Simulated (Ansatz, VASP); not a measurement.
# Two plane-wave programs on TaN

```xyz
2
Lattice="0.0000 2.1743 2.1743 2.1743 0.0000 2.1743 2.1743 2.1743 0.0000" Properties=species:S:1:pos:R:3 pbc="T T T"
Ta    2.1781    2.1743    2.1781
N    -0.0490    0.0000   -0.0490
```

Change from the starting cell: mode 4 frozen in at -0.049 Å and mode 6 at -0.049 Å (largest displacements).

Alike in both runs: task single point; functional LDA; k mesh 18 × 18 × 18; occupations gaussian, width 0.15 eV; no spin polarisation.

|  | VASP | Ansatz |
| --- | --- | --- |
| version | VASP 6.6.1 | Ansatz 0.2.0 |
| potentials or method | VASP PAW LDA potentials, release 64 (Ta_pv, N), cutoff 520 eV | scalar-relativistic, plane waves, PAW |
| valence electrons in the cell | 16 | 18 |

```csv
,VASP,Ansatz,Ansatz less VASP
gap on the k mesh at the Fermi level (eV),none,none,-
pressure (GPa),3.0,1.0,-2.06
"traceless stress, the component that is largest in VASP (GPa)",-1.03,-1.02,+0.016
rms of the force components (eV/Å),0.389,0.382,-0.0066
```

LDA's correlation is that of Perdew and Zunger in VASP and of Perdew and Wang (1992) in Ansatz. Atom by atom the forces differ by 0.007 eV/Å (rms over components). A gap of «none» marks a metal or a gap that the smearing closes. VASP's potentials hold 16 valence electrons a cell and Ansatz's 18, so a difference there can come from the potentials and not from the codes.

Spin-orbit coupling is off throughout.
